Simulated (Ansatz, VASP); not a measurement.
# Two plane-wave programs on Cu

Contents of INCAR:

```
SYSTEM = Cu
ALGO = Normal ; EDIFF = 1E-6
ENCUT = 520 ; GGA = PS
ISIF = 2 ; ISMEAR = 0
LASPH = .True. ; LCHARG = .True.
LELF = .True. ; LREAL = .False.
LVHAR = .True. ; LWAVE = .False.
NBANDS = 12 ; NELM = 80
PREC = Accurate ; SIGMA = 0.15
```

KPOINTS

```
k-points
0
Gamma
  22 22 22
  0 0 0
```

The input POSCAR:

```
Cu
1.0
    0.0000000000      1.8075000000      1.8526875000
    1.8075000000      0.0000000000      1.8526875000
    1.8075000000      1.8075000000      0.0000000000
Cu
1
Direct
    0.0000000000      0.0000000000      0.0000000000
```

Input for Ansatz:

```yaml
crystal:
  lattice:
    - [0.0, 1.8075, 1.8526875]
    - [1.8075, 0.0, 1.8526875]
    - [1.8075, 1.8075, 0.0]
  atoms:
    - { symbol: Cu, position: [0.0, 0.0, 0.0] }
basis:
  ecutwfc: 420
kpoints:
  mp_grid: { grid: [22, 22, 22] }
hamiltonian:
  xc: pbesol
scf:
  occupations: { method: gaussian, width: 0.15 }
output:
  forces: true
  stress: true
  eigenvalues: true
```

Change from the starting cell: strain +0.000 along x and y, +0.025 along z, atoms carried along.

Alike in both runs: task single point; functional PBEsol; k mesh 22 × 22 × 22; occupations gaussian, width 0.15 eV; no spin polarisation.

|  | VASP | Ansatz |
| --- | --- | --- |
| version | VASP 6.6.1 | Ansatz 0.2.0 |
| potentials or method | VASP PAW PBE potentials, release 64 (Cu), cutoff 520 eV | scalar-relativistic, plane waves, PAW |
| valence electrons in the cell | 11 | 19 |

Ansatz gave:

| Item | Value |
| --- | --- |
| gap on the k mesh at the Fermi level (eV) | none |
| pressure (GPa) | -9.6 |
| traceless stress, the component that is largest in VASP (GPa) | -0.97 |

Task: Which values does VASP return?

Result: gap on the k mesh at the Fermi level (eV): none; pressure (GPa): -8.9; traceless stress, the component that is largest in VASP (GPa): -0.97.

VASP's potentials were made for PBE, not for PBEsol. A gap of «none» marks a metal or a gap that the smearing closes. VASP's potentials hold 11 valence electrons a cell and Ansatz's 19, so a difference there can come from the potentials and not from the codes.
